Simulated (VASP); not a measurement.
A run of VASP 6.6.1 is set up as follows.

File INCAR:

```
  PREC = Accurate
  ENCUT = 600
  EDIFF = 1E-6
  ISMEAR = -1
  SIGMA = 0.05
  LREAL = False
  LASPH = True
  NELM = 60
  ALGO = Normal
  ISIF = 3
  LWAVE = False
  LCHARG = False
  GGA = PS
  IBRION = 2
  NSW = 60
  EDIFFG = -0.01
  PSTRESS = 300.0
```

Contents of KPOINTS:

```
Automatic mesh
0
Gamma
  9 9 9
```

The input POSCAR:

```
Al3Au
1.0
   -2.0253330000      2.0253330000      4.0566000000
    2.0253330000     -2.0253330000      4.0566000000
    2.0253330000      2.0253330000     -4.0566000000
Au Al
1 3
Direct
    0.0000000000      0.0000000000      0.0000000000
    0.5000000000      0.5000000000      0.0000000000
    0.2500000000      0.7500000000      0.5000000000
    0.7500000000      0.2500000000      0.5000000000
```

Potentials or basis: VASP PAW PBE potentials, release 64 (Au, Al).

Command:

```bash
$ cat potpaw_PBE.64/Au/POTCAR potpaw_PBE.64/Al/POTCAR > POTCAR
$ mpirun -np 1 vasp_std > vasp.out
```

Question: Estimate the band gap on the k mesh.

Answer: Zero (bands 10 and 11 overlap by 3.05 eV).

Question: Predict the space group after relaxing (to 0.1 Å).

Answer: I4/mmm (No. 139).

Question: Estimate the relaxed cell.

Answer: a = 4.620 Å, b = 4.620 Å, c = 4.620 Å, α = 131.79°, β = 131.79°, γ = 70.56°.

Question: Predict the relaxed volume.

Answer: 13.42 Å³/atom.

Final structure:
```yaml
crystal:
  lattice:
    - [-1.88677, 1.88677, 3.77106]
    - [1.88677, -1.88677, 3.77106]
    - [1.88677, 1.88677, -3.77106]
  atoms:
    - { symbol: Au, position: [0.00000, 0.00000, 0.00000] }
    - { symbol: Al, position: [0.50000, 0.50000, 0.00000] }
    - { symbol: Al, position: [0.25000, 0.75000, 0.50000] }
    - { symbol: Al, position: [0.75000, 0.25000, 0.50000] }
```

Caveat: the cell is relaxed towards a set pressure, so the run minimises the enthalpy, not the energy; the volume moved by over 15 % at a fixed basis, so the end points are rough; the PAW data sets were made with another functional, which shifts forces and pressure a little; spin-orbit coupling is left out, which moves the levels of the heavy elements.
